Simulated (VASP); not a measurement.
# SnO2 (R-3m) in VASP: notebook

The runs below take SnO2 through single point, with r2SCAN.

All numbers are computed with VASP 6.6.1; they aren't measurements. Logs are shortened: lines on timing, memory, paths and dates and some standing lists are left out, and cuts for length are marked.

**1. The cell of the first run**

The structure is trigonal, space group R-3m (No. 166). Conventional cell: a = 2.975 Å, b = 2.975 Å, c = 15.554 Å, α = 90.00°, β = 90.00°, γ = 120.00°. Within 2.7 Å of Sn (site symmetry -3m) lie 6 O at 2.04 Å. O (site symmetry 3m) has 3 Sn at 2.04 Å and 3 O at 2.79 Å within 2.8 Å.

**2. Single point, r2SCAN (strain -0.080 along x and y, +0.080 along z)**

The input, POSCAR:

```
SnO2
1.0
    1.4877256292      0.8589387925      5.1846399907
   -1.4877256292      0.8589387925      5.1846399907
    0.0000000000     -1.7178775850      5.1846399907
Sn O
1 2
Direct
    0.5000000000      0.5000000000      0.5000000000
    0.2371700000      0.2371700000      0.2371700000
    0.7628300000      0.7628300000      0.7628300000
```

The input, INCAR.step1:

```
ALGO = Normal ; EDIFF = 1E-4
ENCUT = 520 ; GGA = PE
ISMEAR = 0 ; LASPH = True
LCHARG = False ; LREAL = False
LWAVE = True ; NBANDS = 20
NELM = 100 ; PREC = Accurate
SIGMA = 0.05
```

The input, INCAR.step2:

```
ALGO = Normal ; EDIFF = 1E-6
ENCUT = 520 ; ISIF = 2
ISMEAR = 0 ; ISTART = 1
LASPH = True ; LCHARG = False
LMIXTAU = True ; LREAL = False
LWAVE = False ; METAGGA = R2SCAN
NBANDS = 20 ; NELM = 100
PREC = Accurate ; SIGMA = 0.05
```

The input, KPOINTS:

```
k-points
0
Gamma
  12 12 12
```

Potentials or basis: VASP PAW PBE potentials, release 64 (Sn_d, O).

Run with:

```
cat potpaw_PBE.64/Sn_d/POTCAR potpaw_PBE.64/O/POTCAR > POTCAR
cp INCAR.step1 INCAR
mpirun -np 1 vasp_std > vasp.out
cp INCAR.step2 INCAR
mpirun -np 1 vasp_std > vasp.out
```

OUTCAR:

```text
EDIFF = 1E-6
   ENCUT = 520
   ISIF = 2
   ISMEAR = 0
   ISTART = 1
   LASPH = True
   LREAL = False
   METAGGA = R2SCAN
   NELM = 100
   PREC = Accurate

 ion  position               nearest neighbor table
   1  0.500  0.500  0.500-   2 2.04   2 2.04   3 2.04   3 2.04   2 2.04   3 2.04
   2  0.237  0.237  0.237-   1 2.04   1 2.04   1 2.04
   3  0.763  0.763  0.763-   1 2.04   1 2.04   1 2.04

  LATTYP: Found a trigonal (rhomboedric) cell.
 ALAT       =     5.4618307581
 COS(alpha) =     0.8516118544

  Lattice vectors:

 A1 = (   1.4877256292,   0.8589387925,   5.1846399907)
 A2 = (  -1.4877256292,   0.8589387925,   5.1846399907)
 A3 = (   0.0000000000,  -1.7178775850,   5.1846399907)

Analysis of symmetry for initial positions (statically):
=====================================================================
 Subroutine PRICEL returns:
 Original cell was already a primitive cell.

 Routine SETGRP: Setting up the symmetry group for a
 trigonal (rhombohedral) supercell.

 Subroutine GETGRP returns: Found 12 space group operations
 (whereof 12 operations were pure point group operations)
 out of a pool of 12 trial point group operations.

The static configuration has the point symmetry D_3d.

Analysis of symmetry for dynamics (positions and initial velocities):
=====================================================================
 Subroutine PRICEL returns:
 Original cell was already a primitive cell.

 Routine SETGRP: Setting up the symmetry group for a
 trigonal (rhombohedral) supercell.

 Subroutine GETGRP returns: Found 12 space group operations
 (whereof 12 operations were pure point group operations)
 out of a pool of 12 trial point group operations.

The dynamic configuration has the point symmetry D_3d.

 Subroutine INISYM returns: Found 12 space group operations
 (whereof 12 operations are pure point group operations),
 and found     1 'primitive' translations

----------------------------------------------------------------------------------------

                                     Primitive cell

  volume of cell :      39.7516

  direct lattice vectors                    reciprocal lattice vectors
     1.487725629  0.858938793  5.184639991     0.336083475  0.194037885  0.064292474
    -1.487725629  0.858938793  5.184639991    -0.336083475  0.194037885  0.064292474
     0.000000000 -1.717877585  5.184639991     0.000000000 -0.388075770  0.064292474

  length of vectors
     5.461830758  5.461830758  5.461830758     0.393365384  0.393365384  0.393365384

  position of ions in fractional coordinates (direct lattice)
     0.500000000  0.500000000  0.500000000
     0.237170000  0.237170000  0.237170000
     0.762830000  0.762830000  0.762830000

  ion indices of the primitive-cell ions
   primitive index   ion index
                 1           1
                 2           2
                 3           3

----------------------------------------------------------------------------------------

 KPOINTS: k-points

Automatic generation of k-mesh.
 Grid dimensions read from file:
 generate k-points for:   12   12   12

 Generating k-lattice:

  Cartesian coordinates                     Fractional coordinates (reciprocal lattice)
     0.028006956  0.016169824  0.005357706     0.083333333  0.000000000 -0.000000000
    -0.028006956  0.016169824  0.005357706     0.000000000  0.083333333 -0.000000000
     0.000000000 -0.032339648  0.005357706    -0.000000000 -0.000000000  0.083333333

  Length of vectors
     0.032780449  0.032780449  0.032780449

  Shift w.r.t. Gamma in fractional coordinates (k-lattice)
     0.000000000  0.000000000  0.000000000

 Subroutine IBZKPT returns following result:
 ===========================================

 Found    189 irreducible k-points:

 Following reciprocal coordinates:
            Coordinates               Weight
  0.000000  0.000000  0.000000      1.000000
  0.083333 -0.000000  0.000000      6.000000
  0.166667  0.000000  0.000000      6.000000
  0.250000 -0.000000  0.000000      6.000000
  0.333333 -0.000000  0.000000      6.000000
  0.416667 -0.000000  0.000000      6.000000
[... 16 lines left out ...]
  0.500000  0.166667  0.000000     12.000000
 -0.416667  0.166667 -0.000000     12.000000
 [... further k-points ...]
   k-points           NKPTS =    189   k-points in BZ     NKDIM =    189   number of bands    NBANDS=     20
   number of dos      NEDOS =    301   number of ions     NIONS =      3
   total plane-waves  NPLWV =  74088
   dimension x,y,z NGX =    42 NGY =   42 NGZ =   42
   dimension x,y,z NGXF=    84 NGYF=   84 NGZF=   84
   ions per type =               1   2
   NGX,Y,Z   is equivalent  to a cutoff of  12.78, 12.78, 12.78 a.u.
   NGXF,Y,Z  is equivalent  to a cutoff of  25.57, 25.57, 25.57 a.u.
 SYSTEM =  unknown system
   PREC   = accura    normal or accurate (medium, high low for compatibility)
   ISTART =      1    job   : 0-new  1-cont  2-samecut
[... 38 lines left out ...]
 non-spin polarized calculation
 Gauss-broadening in eV      SIGMA  =   0.05
  energy-cutoff  :      520.00
  volume of cell :       39.75
 maximum number of plane-waves:      1106
 NGX is ok and might be reduce to    42
   NGX = 21   NGY = 21   NGZ = 21

 number of electron      25.9999997 magnetization

 Free energy of the ion-electron system (eV)
  ---------------------------------------------------
  ext. energy  EPLUGINS =         0.00000000
  ---------------------------------------------------
  free energy    TOTEN  =       -41.03821662 eV

  energy without entropy =      -41.03821662  energy(sigma->0) =      -41.03821662

 E-fermi :   3.5341     XC(G=0): -11.0144

 val. band max:        3.2754290663   @ k =  -0.1667   0.2500   0.0833
 cond. band min:       7.3362279748   @ k =   0.0000   0.0000   0.0000
 fundamental gap:      4.0607989085
 Fermi energy:         3.5341470312

 k-point     1 :       0.0000    0.0000    0.0000
  band No.  band energies     occupation
      1     -17.3144      2.00000
      2     -16.7911      2.00000
      3     -16.7911      2.00000
      4     -16.3163      2.00000
      5     -16.3163      2.00000
      6     -15.8790      2.00000
[... 12 lines left out ...]
     19      21.9533      0.00000
     20      23.1478      0.00000

 k-point     2 :       0.0833   -0.0000    0.0000
  band No.  band energies     occupation
      1     -17.2418      2.00000
      2     -16.9189      2.00000
      3     -16.7601      2.00000
      4     -16.3882      2.00000
      5     -16.3210      2.00000
      6     -15.8493      2.00000
[... 12 lines left out ...]
     19      20.8047      0.00000
     20      23.4570      0.00000

 k-point     3 :       0.1667    0.0000    0.0000
  band No.  band energies     occupation
      1     -17.3371      2.00000
      2     -16.9509      2.00000
      3     -16.6778      2.00000
      4     -16.4737      2.00000
      5     -16.3305      2.00000
      6     -15.7492      2.00000
[... 12 lines left out ...]
     19      19.4226      0.00000
     20      23.7955      0.00000

 k-point     4 :       0.2500   -0.0000    0.0000
  band No.  band energies     occupation
      1     -17.7153      2.00000
      2     -16.7026      2.00000
      3     -16.5793      2.00000
      4     -16.5054      2.00000
      5     -16.3265      2.00000
      6     -15.5516      2.00000
[... 12 lines left out ...]
     19      18.3993      0.00000
     20      22.5526      0.00000

 k-point     5 :       0.3333   -0.0000    0.0000
  band No.  band energies     occupation
      1     -18.0346      2.00000
      2     -16.6488      2.00000
      3     -16.5209      2.00000
      4     -16.3688      2.00000
      5     -16.2787      2.00000
      6     -15.2425      2.00000
[... 12 lines left out ...]
     19      18.3450      0.00000
     20      20.7670      0.00000
[... 353 lines left out ...]
      6     -15.2055      2.00000
[... 12 lines left out ...]
     19      19.8452      0.00000
     20      21.4575      0.00000

 k-point    22 :       0.4167    0.1667    0.0000
  band No.  band energies     occupation
      1     -17.9365      2.00000
      2     -17.0385      2.00000
      3     -16.5669      2.00000
      4     -16.3914      2.00000
      5     -16.2148      2.00000
      6     -14.6801      2.00000
[... 12 lines left out ...]
     19      19.7392      0.00000
     20      20.0725      0.00000

 k-point    23 :       0.5000    0.1667    0.0000
  band No.  band energies     occupation
      1     -18.0812      2.00000
      2     -17.0425      2.00000
      3     -16.5940      2.00000
      4     -16.3351      2.00000
      5     -16.1992      2.00000
      6     -14.1992      2.00000
[... 12 lines left out ...]
     19      18.8799      0.00000
     20      19.8385      0.00000

 k-point    24 :      -0.4167    0.1667   -0.0000
  band No.  band energies     occupation
      1     -18.1320      2.00000
      2     -17.0437      2.00000
      3     -16.6055      2.00000
      4     -16.2942      2.00000
      5     -16.2119      2.00000
      6     -13.9978      2.00000
[... 12 lines left out ...]
     19      18.0447      0.00000
     20      20.0299      0.00000

 [... further k-points ...]
[... 5 lines left out ...]
  --------------------------------------------------------------------------------------
  -------------------------------------------------------------------------------------
  Total        8.3989087      8.3989087     -0.0701541      0.0000000      0.0000000      0.0000000
  in kB      338.5154740    338.5154740     -2.8275380      0.0000000      0.0000000      0.0000000
  external PRESSURE =     224.7344700 kB  Pullay stress =       0.0000000 kB

 VOLUME and BASIS-vectors are now :
 -----------------------------------------------------------------------------
  energy-cutoff  :      520.00
  volume of cell :       39.75
      direct lattice vectors                 reciprocal lattice vectors
     1.487725629  0.858938793  5.184639991     0.336083475  0.194037885  0.064292474
    -1.487725629  0.858938793  5.184639991    -0.336083475  0.194037885  0.064292474
     0.000000000 -1.717877585  5.184639991     0.000000000 -0.388075770  0.064292474

 POSITION                                       TOTAL-FORCE (eV/Angst)
 -----------------------------------------------------------------------------------
      0.00000      0.00000      7.77696         0.000000      0.000000     -0.000000
      0.00000      0.00000      3.68892        -0.000000     -0.000000      0.078797
      0.00000      0.00000     11.86500        -0.000000     -0.000000     -0.078797
 -----------------------------------------------------------------------------------
    total drift:                                0.000000      0.000000     -0.000000

  FREE ENERGIE OF THE ION-ELECTRON SYSTEM (eV)
  ---------------------------------------------------
  free  energy   TOTEN  =       -41.0382166155 eV

  energy  without entropy=      -41.0382166155  energy(sigma->0) =      -41.03821662
```

Wall time 41 min (1 thread of Intel Xeon 8259CL, shared host); peak memory 0.37 GiB.

Results:

```
Free energy            : -41.0382 eV
Pressure               : 22.5 GPa
Largest force          : 0.079 eV/Å
Band gap on the k mesh : 4.06 eV (least direct gap 4.30 eV)
```

Forces on the atoms (eV/Å):
```
Sn   0.000  0.000  0.000
O    0.000  0.000  0.079
O    0.000  0.000 -0.079
```

Levels at points of the mesh, in eV from the valence-band top:
```tsv
k point	band 9	band 10	band 11	band 12	band 13	band 14	band 15	band 16	band 17	band 18
(0.00, 0.00, 0.00)	-0.95	-0.95	-0.44	-0.24	-0.24	4.06	7.66	12.90	14.65	14.65
(0.50, 0.00, 0.00)	-4.81	-2.65	-1.83	-0.38	-0.25	7.67	8.95	13.32	13.48	14.33
(0.50, 0.50, 0.00)	-4.94	-2.69	-1.68	-0.18	0.00	7.35	8.36	13.25	13.54	14.09
(0.50, 0.50, 0.50)	-1.32	-0.97	-0.97	-0.22	-0.22	5.04	7.54	12.38	14.74	14.74
```

Caveat: the cell differs from its parent crystal (strain -0.080 along x and y, +0.080 along z); the cell stands under pressure; the PAW data sets were made with another functional, which shifts forces and pressure a little; spin-orbit coupling is left out, which moves the levels of the heavy elements.

**3. Single point, r2SCAN (strain +0.000 along x and y, -0.080 along z)**

The input, POSCAR:

```
SnO2
1.0
    1.6170930752      0.9336291223      4.4165451773
   -1.6170930752      0.9336291223      4.4165451773
    0.0000000000     -1.8672582446      4.4165451773
Sn O
1 2
Direct
    0.5000000000      0.5000000000      0.5000000000
    0.2371700000      0.2371700000      0.2371700000
    0.7628300000      0.7628300000      0.7628300000
```

The input, INCAR.step1:

```
PREC     = Accurate       # precision mode
ENCUT    = 520            # plane-wave cutoff, eV
ISMEAR   = 0              # smearing method
SIGMA    = 0.05           # smearing width, eV
LREAL    = False          # projectors in reciprocal space
LASPH    = True           # aspherical terms in the spheres
NELM     = 60             # most SCF steps
NBANDS   = 20             # bands
GGA      = PE             # functional
ALGO     = Normal         # electronic algorithm
EDIFF    = 1E-4           # SCF threshold, eV
LWAVE    = True           # write WAVECAR
LCHARG   = False          # write CHGCAR
```

The input, INCAR.step2:

```
PREC     = Accurate       # precision mode
ENCUT    = 520            # plane-wave cutoff, eV
EDIFF    = 1E-6           # SCF threshold, eV
ISMEAR   = 0              # smearing method
SIGMA    = 0.05           # smearing width, eV
LREAL    = False          # projectors in reciprocal space
LASPH    = True           # aspherical terms in the spheres
NELM     = 60             # most SCF steps
ALGO     = Normal         # electronic algorithm
ISIF     = 2              # what is computed and relaxed
LWAVE    = False          # write WAVECAR
LCHARG   = False          # write CHGCAR
METAGGA  = R2SCAN         # meta-GGA
LMIXTAU  = True         
NBANDS   = 20             # bands
ISTART   = 1
```

The input, KPOINTS:

```
regular mesh
0
Gamma
  12 12 12
```

Potentials or basis: VASP PAW PBE potentials, release 64 (Sn_d, O).

Run with:

```
cat potpaw_PBE.64/Sn_d/POTCAR potpaw_PBE.64/O/POTCAR > POTCAR
cp INCAR.step1 INCAR
mpirun -np 1 vasp_std > vasp.out
cp INCAR.step2 INCAR
mpirun -np 1 vasp_std > vasp.out
```

Wall time 17 min (1 thread of Intel Xeon 8259CL, shared host); peak memory 0.31 GiB.

The run converged. Its results:

* Free energy: -41.6508 eV
* Pressure: 1.5 GPa
* Largest force: 0.585 eV/Å
* Band gap on the k mesh: 2.46 eV (least direct gap 2.57 eV)

Forces in eV/Å, atoms in the order of the input:
```
Sn   0.000  0.000  0.000
O    0.000  0.000  0.585
O    0.000  0.000 -0.585
```

Stress tensor (GPa, compression positive):
```
0.75 0.00 0.00
0.00 0.75 0.00
0.00 0.00 2.87
```

Levels at points of the mesh, in eV from the valence-band top:
```tsv
k point	band 9	band 10	band 11	band 12	band 13	band 14	band 15	band 16	band 17	band 18
(0.00, 0.00, 0.00)	-1.48	-1.48	-1.15	-1.15	-0.11	2.46	6.55	11.95	11.95	13.22
(0.50, 0.00, 0.00)	-4.25	-3.37	-1.53	-0.79	-0.66	6.45	8.89	10.67	13.71	14.67
(0.50, 0.50, 0.00)	-4.64	-3.54	-0.98	-0.41	0.00	6.03	7.82	11.75	12.14	14.14
(0.50, 0.50, 0.50)	-1.68	-1.60	-1.60	-1.06	-1.06	4.07	6.62	12.33	12.33	13.87
```

Caveat: the cell differs from its parent crystal (strain +0.000 along x and y, -0.080 along z); the PAW data sets were made with another functional, which shifts forces and pressure a little; spin-orbit coupling is left out, which moves the levels of the heavy elements.

**4. Single point, r2SCAN (strain -0.040 along x and y, +0.000 along z)**

The input, POSCAR:

```
SnO2
1.0
    1.5524093522      0.8962839574      4.8005925840
   -1.5524093522      0.8962839574      4.8005925840
    0.0000000000     -1.7925679148      4.8005925840
Sn O
1 2
Direct
    0.5000000000      0.5000000000      0.5000000000
    0.2371700000      0.2371700000      0.2371700000
    0.7628300000      0.7628300000      0.7628300000
```

The input, INCAR.step1:

```
ALGO = Normal
EDIFF = 1E-4
ENCUT = 520
GGA = PE
ISMEAR = 0
LASPH = True
LCHARG = False
LREAL = False
LWAVE = True
NBANDS = 20
NELM = 80
PREC = Accurate
SIGMA = 0.05
```

The input, INCAR.step2:

```
ALGO = Normal
EDIFF = 1E-7
ENCUT = 520
ISIF = 2
ISMEAR = 0
ISTART = 1
LASPH = True
LCHARG = False
LMIXTAU = True
LREAL = False
LWAVE = False
METAGGA = R2SCAN
NBANDS = 20
NELM = 80
PREC = Accurate
SIGMA = 0.05
```

The input, KPOINTS:

```
k-points
0
Gamma
  12 12 12
```

Run with:

```
cat potpaw_PBE.64/Sn_d/POTCAR potpaw_PBE.64/O/POTCAR > POTCAR
cp INCAR.step1 INCAR
mpirun -np 1 vasp_std > vasp.out
cp INCAR.step2 INCAR
mpirun -np 1 vasp_std > vasp.out
```

Run time: 26 min. Hardware: 1 thread of Intel Xeon 8259CL, shared host; peak memory 0.35 GiB.

It converged, with:

```
Free energy            : -41.5411 eV
Pressure               : 10.9 GPa
Largest force          : 0.351 eV/Å
Band gap on the k mesh : 3.33 eV (least direct gap 3.57 eV)
```

Forces on the atoms (eV/Å):
```
Sn   0.000  0.000  0.000
O    0.000  0.000  0.351
O    0.000  0.000 -0.351
```

Stress tensor (GPa, compression positive):
```
15.48  0.00  0.00
 0.00 15.48  0.00
 0.00  0.00  1.76
```

Levels at points of the mesh, in eV from the valence-band top:
```
           k point  band 11  band 12  band 13  band 14  band 15  band 16
(0.00, 0.00, 0.00)    -0.72    -0.72    -0.24     3.33     7.06    13.05
(0.50, 0.00, 0.00)    -1.65    -0.56    -0.48     7.09     9.09    11.95
(0.50, 0.50, 0.00)    -1.36    -0.35     0.00     6.74     8.27    12.73
(0.50, 0.50, 0.50)    -1.33    -0.67    -0.67     4.58     6.98    12.87
```

Caveat: the cell differs from its parent crystal (strain -0.040 along x and y, +0.000 along z); the cell stands under pressure; the PAW data sets were made with another functional, which shifts forces and pressure a little; spin-orbit coupling is left out, which moves the levels of the heavy elements. A k mesh can miss the band edges.

**5. The runs side by side**

```csv
cell,gap on the mesh (eV),pressure (GPa),largest force (eV/Å)
"a = 5.462 Å, angles 31.6°, 3 atoms",4.06,22.5,0.08
"a = 4.795 Å, angles 39.4°, 3 atoms",2.46,1.5,0.58
"a = 5.124 Å, angles 35.3°, 3 atoms",3.33,10.9,0.35
```

Alike in all rows: task single point; level r2SCAN; potentials or basis VASP PAW PBE potentials, release 64 (Sn_d, O); no spin polarisation; k mesh 12 × 12 × 12; cutoff (eV) 520; smearing gaussian 0.05 eV.

Caveats: the PAW data sets were made with another functional, which shifts forces and pressure a little; spin-orbit coupling is left out, which moves the levels of the heavy elements; the cell stands under pressure (at least some runs).

Total energies depend on the potentials used, so only differences within one code and one set of settings carry meaning.
